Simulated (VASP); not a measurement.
# WC (CsCl type) (Pm-3m) in VASP: further runs

The runs below take WC (CsCl type) through relaxation of cell and atoms, with PBE.

All numbers are computed with VASP 6.6.1; they aren't measurements. Logs are shortened: lines on timing, memory, paths and dates and some standing lists are left out, and cuts for length are marked.

**1. The cell of the first run**

It takes space group Pm-3m (No. 221, cubic). The conventional cell has a = 2.418 Å, b = 2.418 Å, c = 2.418 Å, α = 90.00°, β = 90.00°, γ = 90.00°. W (site symmetry m-3m) has 8 C at 2.09 Å and 6 W at 2.42 Å within 2.8 Å. Within 2.8 Å of C (site symmetry m-3m) lie 8 W at 2.09 Å and 6 C at 2.42 Å.

**2. Relaxation of cell and atoms, PBE, target pressure 280 GPa, at which the enthalpy is minimised**

The input, INCAR:

```
ALGO = Normal
EDIFF = 1E-6
EDIFFG = -0.005
ENCUT = 600
GGA = PE
IBRION = 2
ISIF = 3
ISMEAR = -1
LASPH = True
LCHARG = False
LREAL = False
LWAVE = False
NELM = 60
NSW = 32
PREC = Accurate
PSTRESS = 2800.0
SIGMA = 0.08
```

The input, KPOINTS:

```
k-points
0
Gamma
  16 16 16
```

The input, POSCAR:

```
WC
1.0
    2.4181244552      0.0000000000      0.0000000000
    0.0000000000      2.4181244552      0.0000000000
    0.0000000000      0.0000000000      2.4181244552
W C
1 1
Direct
    0.0000000000      0.0000000000      0.0000000000
    0.5000000000      0.5000000000      0.5000000000
```

Potentials or basis: VASP PAW PBE potentials, release 64 (W_sv, C).

The run is started by

```
$ cat potpaw_PBE.64/W_sv/POTCAR potpaw_PBE.64/C/POTCAR > POTCAR
$ mpirun -np 1 vasp_std > vasp.out
```

OUTCAR:

```text
EDIFF = 1E-6
   EDIFFG = -0.005
   ENCUT = 600
   GGA = PE
   IBRION = 2
   ISIF = 3
   ISMEAR = -1
   LASPH = True
   LREAL = False
   NELM = 60
   NSW = 32
   PREC = Accurate
   PSTRESS = 2800.0

 ion  position               nearest neighbor table
   1  0.000  0.000  0.000-   2 2.09   2 2.09   2 2.09   2 2.09   2 2.09   2 2.09   2 2.09   2 2.09

   2  0.500  0.500  0.500-   1 2.09   1 2.09   1 2.09   1 2.09   1 2.09   1 2.09   1 2.09   1 2.09

  LATTYP: Found a simple cubic cell.
 ALAT       =     2.4181244552

  Lattice vectors:

 A1 = (   2.4181244552,   0.0000000000,   0.0000000000)
 A2 = (   0.0000000000,   2.4181244552,   0.0000000000)
 A3 = (   0.0000000000,   0.0000000000,   2.4181244552)

Analysis of symmetry for initial positions (statically):
=====================================================================
 Subroutine PRICEL returns:
 Original cell was already a primitive cell.

 Routine SETGRP: Setting up the symmetry group for a
 simple cubic supercell.

 Subroutine GETGRP returns: Found 48 space group operations
 (whereof 48 operations were pure point group operations)
 out of a pool of 48 trial point group operations.

The static configuration has the point symmetry O_h .

Analysis of symmetry for dynamics (positions and initial velocities):
=====================================================================
 Subroutine PRICEL returns:
 Original cell was already a primitive cell.

 Routine SETGRP: Setting up the symmetry group for a
 simple cubic supercell.

 Subroutine GETGRP returns: Found 48 space group operations
 (whereof 48 operations were pure point group operations)
 out of a pool of 48 trial point group operations.

The dynamic configuration has the point symmetry O_h .

 Subroutine INISYM returns: Found 48 space group operations
 (whereof 48 operations are pure point group operations),
 and found     1 'primitive' translations

----------------------------------------------------------------------------------------

                                     Primitive cell

  volume of cell :      14.1396

  direct lattice vectors                    reciprocal lattice vectors
     2.418124455  0.000000000  0.000000000     0.413543644  0.000000000  0.000000000
     0.000000000  2.418124455  0.000000000     0.000000000  0.413543644  0.000000000
     0.000000000  0.000000000  2.418124455     0.000000000  0.000000000  0.413543644

  length of vectors
     2.418124455  2.418124455  2.418124455     0.413543644  0.413543644  0.413543644

  position of ions in fractional coordinates (direct lattice)
     0.000000000  0.000000000  0.000000000
     0.500000000  0.500000000  0.500000000

  ion indices of the primitive-cell ions
   primitive index   ion index
                 1           1
                 2           2

----------------------------------------------------------------------------------------

 KPOINTS: k-points

Automatic generation of k-mesh.
 Grid dimensions read from file:
 generate k-points for:   16   16   16

 Generating k-lattice:

  Cartesian coordinates                     Fractional coordinates (reciprocal lattice)
     0.025846478  0.000000000  0.000000000     0.062500000  0.000000000  0.000000000
     0.000000000  0.025846478  0.000000000     0.000000000  0.062500000  0.000000000
     0.000000000  0.000000000  0.025846478     0.000000000  0.000000000  0.062500000

  Length of vectors
     0.025846478  0.025846478  0.025846478

  Shift w.r.t. Gamma in fractional coordinates (k-lattice)
     0.000000000  0.000000000  0.000000000

 Subroutine IBZKPT returns following result:
 ===========================================

 Found    165 irreducible k-points:

 Following reciprocal coordinates:
            Coordinates               Weight
  0.000000  0.000000  0.000000      1.000000
  0.062500  0.000000  0.000000      6.000000
  0.125000  0.000000  0.000000      6.000000
  0.187500  0.000000  0.000000      6.000000
  0.250000  0.000000  0.000000      6.000000
  0.312500  0.000000  0.000000      6.000000
[... 16 lines left out ...]
  0.437500  0.125000  0.000000     24.000000
  0.500000  0.125000  0.000000     12.000000
 [... further k-points ...]
   k-points           NKPTS =    165   k-points in BZ     NKDIM =    165   number of bands    NBANDS=     13
   number of dos      NEDOS =    301   number of ions     NIONS =      2
   total plane-waves  NPLWV =   8000
   dimension x,y,z NGX =    20 NGY =   20 NGZ =   20
   dimension x,y,z NGXF=    40 NGYF=   40 NGZF=   40
   ions per type =               1   1
   NGX,Y,Z   is equivalent  to a cutoff of  13.75, 13.75, 13.75 a.u.
   NGXF,Y,Z  is equivalent  to a cutoff of  27.50, 27.50, 27.50 a.u.
 SYSTEM =  unknown system
   PREC   = accura    normal or accurate (medium, high low for compatibility)
   ISTART =      0    job   : 0-new  1-cont  2-samecut
   ICHARG =      2    charge: 1-file 2-atom 10-const
   ISPIN  =      1    spin polarized calculation?
   LNONCOLLINEAR =      F non collinear calculations
   LSORBIT =      F    spin-orbit coupling
   LASPH  =      T    aspherical Exc in radial PAW
   ENCUT  =  600.0 eV  44.10 Ry    6.64 a.u.   4.83  4.83  4.83*2*pi/ulx,y,z
   NELM   =     60;   NELMIN=  2; NELMDL= -5     # of ELM steps
   EDIFF  = 0.1E-05   stopping-criterion for ELM
   LREAL  =      F    real-space projection
   EDIFFG = -.5E-02   stopping-criterion for IOM
   NSW    =     32    number of steps for IOM
   IBRION =      2    ionic relax: 0-MD 1-quasi-New 2-CG
   NFREE  =      1    steps in history (QN), initial steepest desc. (CG)
   ISIF   =      3    stress and relaxation
   ISYM   =      2    0-nonsym 1-usesym 2-fastsym
   POTIM  = 0.5000    time-step for ionic-motion
   TEBEG  =    0.0;   TEEND  =   0.0 temperature during run
   PSTRESS= 2800.0 pullay stress
   NELECT =      18.0000    total number of electrons
   NUPDOWN=      -1.0000    fix difference up-down
   EMIN   =  10.00;   EMAX   =-10.00  energy-range for DOS
   EFERMI =   0.00;   METHOD = LEGACY
   ISMEAR =    -1;   SIGMA  =   0.08  broadening in eV -4-tet -1-fermi 0-gaus
   EFERMI_NEDOS =   21; number of points for ismear=-14 and -15
   IALGO  =     38    algorithm
   IMIX   =      4    mixing-type and parameters
     AMIX     =   0.40;   BMIX     =  1.00
     AMIX_MAG =   1.60;   BMIX_MAG =  1.00
  volume/ion in A,a.u.               =       7.07        47.71
  Fermi-wavevector in a.u.,A,eV,Ry     =   1.774273  3.352889 42.831730  3.148043
  Thomas-Fermi vector in A             =   2.840299
   LORBIT       =      0    0 simple, 1 ext, 2 COOP (PROOUT), +10 PAW based schemes
   GGA     = PE    functional components
   LHFCALC =     F    Hartree Fock is set to
   AEXX    =    0.0000 exact exchange contribution
   IVDW    =     0    specifies the selected vdW correction
   LEPSILON=     F    determine dielectric tensor
   LRPA    =     F    only Hartree local field effects (RPA)
 conjugate gradient relaxation of ions
 non-spin polarized calculation
  energy-cutoff  :      600.00
  volume of cell :       14.14
 maximum number of plane-waves:       484
 NGX is ok and might be reduce to    20
   NGX =  9   NGY =  9   NGZ =  9

--------------------------------------- Ionic step        1  -------------------------------------------

 number of electron      17.9999997 magnetization

 Free energy of the ion-electron system (eV)
  ---------------------------------------------------
  ext. energy  EPLUGINS =         0.00000000
  ---------------------------------------------------
  free energy    TOTEN  =       -16.59051873 eV

  energy without entropy =      -16.58191757  energy(sigma->0) =      -16.58621815

------------------------ aborting loop because EDIFF is reached ----------------------------------------

  FORCE on cell =-STRESS in cart. coord.  units (eV):
  Direction    XX          YY          ZZ          XY          YZ          ZX
  --------------------------------------------------------------------------------------
  -------------------------------------------------------------------------------------
  Total       25.3896586     25.3896586     25.3896586      0.0000000      0.0000000     -0.0000000
  in kB     2876.9445754   2876.9445754   2876.9445754      0.0000000      0.0000000     -0.0000000
  external PRESSURE =      76.9445754 kB  Pullay stress =    2800.0000000 kB
[... 99 lines left out ...]
  enthalpy is  TOTEN    =         8.1182012617 eV   P V=       24.8519641537

--------------------------------------- Ionic step        4  -------------------------------------------

 number of electron      17.9999998 magnetization

 Free energy of the ion-electron system (eV)
  ---------------------------------------------------
  ext. energy  EPLUGINS =         0.00000000
  ---------------------------------------------------
  free energy    TOTEN  =       -16.73093142 eV

  energy without entropy =      -16.72233486  energy(sigma->0) =      -16.72663314

 E-fermi :  18.4702     XC(G=0): -16.1288

 val. band max:       18.4634823625   @ k =   0.3125   0.1875   0.1875
 cond. band min:      18.4887336604   @ k =   0.0000   0.0000   0.0000
 fundamental gap:      0.0252512979
 Fermi energy:        18.4702365888

 k-point     1 :       0.0000    0.0000    0.0000
  band No.  band energies     occupation
      1     -56.4189      2.00000
      2     -19.7123      2.00000
      3     -19.7123      2.00000
      4     -19.7123      2.00000
      5      -0.0864      2.00000
      6      10.4590      2.00000
      7      10.4590      2.00000
      8      18.4887      0.88491
      9      18.4887      0.88491
     10      18.4887      0.88491
     11      23.1080      0.00000
     12      23.1080      0.00000
     13      23.1080      0.00000
[... 353 lines left out ...]
 k-point    24 :       0.5000    0.1250    0.0000
  band No.  band energies     occupation
      1     -56.0964      2.00000
      2     -22.6241      2.00000
      3     -19.8429      2.00000
      4     -19.3420      2.00000
      5       5.8701      2.00000
      6       6.9455      2.00000
      7      12.9623      2.00000
      8      13.1039      2.00000
      9      13.5956      2.00000
     10      22.7897      0.00000
     11      25.1750      0.00000
     12      27.5388      0.00000
     13      28.0684      0.00000

 [... further k-points ...]

------------------------ aborting loop because EDIFF is reached ----------------------------------------

  FORCE on cell =-STRESS in cart. coord.  units (eV):
  Direction    XX          YY          ZZ          XY          YZ          ZX
  --------------------------------------------------------------------------------------
  -------------------------------------------------------------------------------------
  Total       24.8453082     24.8453082     24.8453082      0.0000000     -0.0000000      0.0000000
  in kB     2799.5691687   2799.5691687   2799.5691687      0.0000000     -0.0000000      0.0000000
  external PRESSURE =      -0.4308313 kB  Pullay stress =    2800.0000000 kB
[... 17 lines left out ...]
  FREE ENERGIE OF THE ION-ELECTRON SYSTEM (eV)
  ---------------------------------------------------
  free  energy   TOTEN  =       -16.7309314243 eV

  energy  without entropy=      -16.7223348636  energy(sigma->0) =      -16.72663314

  enthalpy is  TOTEN    =         8.1182002910 eV   P V=       24.8491317154

 reached required accuracy - stopping structural energy minimisation
```

It took 70 s on 1 thread of Intel Xeon Platinum 8488C (Sapphire Rapids), shared host; peak memory 0.17 GiB.

What came out:

```
Free energy                                                : -16.7309 eV
Relaxed volume                                             : 7.11 Å³/atom
Relaxed cell                                               : a = 2.423 Å, b = 2.423 Å, c = 2.423 Å, α = 90.00°, β = 90.00°, γ = 90.00°
Space group after relaxing (to 0.1 Å)                      : Pm-3m (No. 221)
Energy change on relaxing (the run minimises the enthalpy) : -70.2 meV/atom
Ionic steps                                                : 4
Pressure after relaxing                                    : 280.0 GPa
Band gap on the k mesh                                     : zero (bands 9 and 10 overlap by 11.94 eV)
```

The path:
```csv
step,energy change (eV),largest force (eV/Å),pressure (GPa),volume (Å³)
1,0.0000,0.0000,287.69,14.14
2,-1.1251,0.0000,225.04,14.85
3,-0.1432,0.0000,279.85,14.22
4,-0.1404,0.0000,279.96,14.22
```

Final structure:
```cif
data_structure
_symmetry_space_group_name_H-M 'P 1'
_symmetry_Int_Tables_number 1
_cell_length_a 2.4226
_cell_length_b 2.4226
_cell_length_c 2.4226
_cell_angle_alpha 90.000
_cell_angle_beta 90.000
_cell_angle_gamma 90.000
_cell_volume 14.22
loop_
_atom_site_label
_atom_site_type_symbol
_atom_site_fract_x
_atom_site_fract_y
_atom_site_fract_z
_atom_site_occupancy
W1 W 0.00000 0.00000 0.00000 1
C1 C 0.50000 0.50000 0.50000 1
```

Levels at points of the mesh, in eV from the Fermi level:
| k point | band 7 | band 8 | band 9 | band 10 | band 11 | band 12 |
| --- | --- | --- | --- | --- | --- | --- |
| (0.00, 0.00, 0.00) | -8.01 | 0.02 | 0.02 | 0.02 | 4.64 | 4.64 |
| (0.50, 0.00, 0.00) | -6.19 | -5.23 | -5.23 | 5.62 | 7.07 | 8.93 |
| (0.50, 0.50, 0.00) | -5.30 | -5.30 | -0.30 | -0.30 | 0.93 | 6.68 |
| (0.50, 0.50, 0.50) | -12.37 | -8.75 | 9.79 | 9.79 | 12.17 | 12.17 |

Caveat: the cell is relaxed towards a set pressure, so the run minimises the enthalpy, not the energy; spin-orbit coupling is left out, which moves the levels of the heavy elements.

**3. Relaxation of cell and atoms, PBE, target pressure 280 GPa, at which the enthalpy is minimised**

This run uses another cell than the first one, of 7.10 Å³/atom.

The input, INCAR:

```
SYSTEM = WC
PREC     = Accurate       ! precision mode
ENCUT    = 600            ! plane-wave cutoff, eV
EDIFF    = 1E-6           ! SCF threshold, eV
ISMEAR   = -1             ! smearing method
SIGMA    = 0.08           ! smearing width, eV
LREAL    = .FALSE.        ! projectors in reciprocal space
LASPH    = .TRUE.         ! aspherical terms in the spheres
NELM     = 100            ! most SCF steps
ALGO     = Normal         ! electronic algorithm
ISIF     = 3              ! what is computed and relaxed
LWAVE    = .FALSE.        ! write WAVECAR
LCHARG   = .FALSE.        ! write CHGCAR
GGA      = PE             ! functional
IBRION   = 2              ! ionic algorithm
NSW      = 60             ! ionic steps
EDIFFG   = -0.005         ! ionic threshold
PSTRESS  = 2800.0
```

The input, KPOINTS:

```
Automatic mesh
0
G
  16 16 16
  0 0 0
```

The input, POSCAR:

```
WC
1.0
    2.4211814530      0.0000000000      0.0000000000
    0.0000000000      2.4211814530      0.0000000000
    0.0000000000      0.0000000000      2.4211814530
W C
1 1
Direct
    0.0000000000      0.0000000000      0.0000000000
    0.5000000000      0.5000000000      0.5000000000
```

Potentials or basis: VASP PAW PBE potentials, release 64 (W_sv, C).

The run is started by

```
$ cat potpaw_PBE.64/W_sv/POTCAR potpaw_PBE.64/C/POTCAR > POTCAR
$ mpirun -np 1 vasp_std > vasp.out
```

Wall time 63 s (1 thread of Intel Xeon Platinum 8488C (Sapphire Rapids), shared host); peak memory 0.16 GiB.

Results (log left out):

```yaml
Free_energy: -16.7309 eV
Relaxed_volume: 7.11 Å³/atom
Relaxed_cell: a = 2.423 Å, b = 2.423 Å, c = 2.423 Å, α = 90.00°, β = 90.00°, γ = 90.00°
Space_group_after_relaxing_to_0.1_Å: Pm-3m (No. 221)
Energy_change_on_relaxing_the_run_minimises_the_enthalpy: -22.4 meV/atom
Ionic_steps: 3
Pressure_after_relaxing: 280.0 GPa
Band_gap_on_the_k_mesh: zero (bands 9 and 10 overlap by 11.94 eV)
```

The path:
| step | energy change (eV) | largest force (eV/Å) | pressure (GPa) | volume (Å³) |
| --- | --- | --- | --- | --- |
| 1 | 0.0000 | 0.0000 | 282.45 | 14.19 |
| 2 | -0.3802 | 0.0000 | 261.48 | 14.42 |
| 3 | -0.0448 | 0.0000 | 280.01 | 14.22 |

Final structure:
```cif
data_structure
_symmetry_space_group_name_H-M 'P 1'
_symmetry_Int_Tables_number 1
_cell_length_a 2.4226
_cell_length_b 2.4226
_cell_length_c 2.4226
_cell_angle_alpha 90.000
_cell_angle_beta 90.000
_cell_angle_gamma 90.000
_cell_volume 14.22
loop_
_atom_site_label
_atom_site_type_symbol
_atom_site_fract_x
_atom_site_fract_y
_atom_site_fract_z
_atom_site_occupancy
W1 W 0.00000 0.00000 0.00000 1
C1 C 0.50000 0.50000 0.50000 1
```

Levels at points of the mesh, in eV from the Fermi level:
| k point | band 5 | band 6 | band 7 | band 8 | band 9 | band 10 | band 11 | band 12 | band 13 |
| --- | --- | --- | --- | --- | --- | --- | --- | --- | --- |
| (0.00, 0.00, 0.00) | -18.56 | -8.01 | -8.01 | 0.02 | 0.02 | 0.02 | 4.64 | 4.64 | 4.64 |
| (0.50, 0.00, 0.00) | -12.28 | -11.94 | -6.19 | -5.23 | -5.23 | 5.62 | 7.07 | 8.93 | 10.29 |
| (0.50, 0.50, 0.00) | -15.91 | -5.55 | -5.30 | -5.30 | -0.30 | -0.30 | 0.93 | 6.68 | 9.29 |
| (0.50, 0.50, 0.50) | -12.37 | -12.37 | -12.37 | -8.75 | 9.79 | 9.79 | 12.17 | 12.17 | 12.43 |

Caveat: the cell is relaxed towards a set pressure, so the run minimises the enthalpy, not the energy; spin-orbit coupling is left out, which moves the levels of the heavy elements.
